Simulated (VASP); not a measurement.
Write the native input for VASP 6.6.1 that does the following.

```yaml
Task: single point
Functional: PBE
Potentials_or_basis: VASP PAW PBE potentials, release 64 (Al, Ni)
Cutoff: 520 eV
k_mesh: 15 × 15 × 14
Occupations: gaussian, width 0.15 eV
Spin: no spin polarisation
Dipole_correction: no
Further_INCAR_settings: ALGO = Fast; EDIFF = 1e-07; NBANDS = 14
```

The structure of AlNi lies in POSCAR:

```
AlNi
1.0
    2.3643713974     -1.3656354797     -0.0547842332
    2.3644571735      1.3657800445     -0.0545975774
   -1.4863056399      0.0002296603      3.9387416326
Al Ni
1 1
Direct
    0.0000076258     -0.0000080183      0.0000004887
    0.4999923742      0.5000080183      0.4999995113
```

This cell differs from its parent crystal: cell sheared at random, sigma 0.01, atoms nudged by 0.01 Å, then relaxed in part.

The input as run:

INCAR

```
ALGO     = Fast           # electronic algorithm
EDIFF    = 1E-7           # SCF threshold, eV
ENCUT    = 520            # plane-wave cutoff, eV
GGA      = PE             # functional
ISIF     = 2              # what is computed and relaxed
ISMEAR   = 0              # smearing method
LASPH    = T              # aspherical terms in the spheres
LCHARG   = T              # write CHGCAR
LELF     = T              # ELF
LREAL    = F              # projectors in reciprocal space
LVHAR    = T            
LWAVE    = F              # write WAVECAR
NBANDS   = 14             # bands
NELM     = 60             # most SCF steps
PREC     = Accurate       # precision mode
SIGMA    = 0.15           # smearing width, eV
```

KPOINTS

```
k-points
0
Gamma
  15 15 14
```

Potentials or basis: VASP PAW PBE potentials, release 64 (Al, Ni).

Run with:

```console
$ cat potpaw_PBE.64/Al/POTCAR potpaw_PBE.64/Ni/POTCAR > POTCAR
$ mpirun -np 1 vasp_std > vasp.out
```

Results of the run:

The pressure is 0.1 GPa.

Caveat: the cell differs from its parent crystal (cell sheared at random, sigma 0.01, atoms nudged by 0.01 Å, then relaxed in part).

Wall time 8.8 min on 1 thread of Intel(R) Xeon(R) Platinum 8259CL CPU @ 2.50GHz (Skylake/Cascade Lake), with other jobs on the host, peak memory 0.63 GiB.
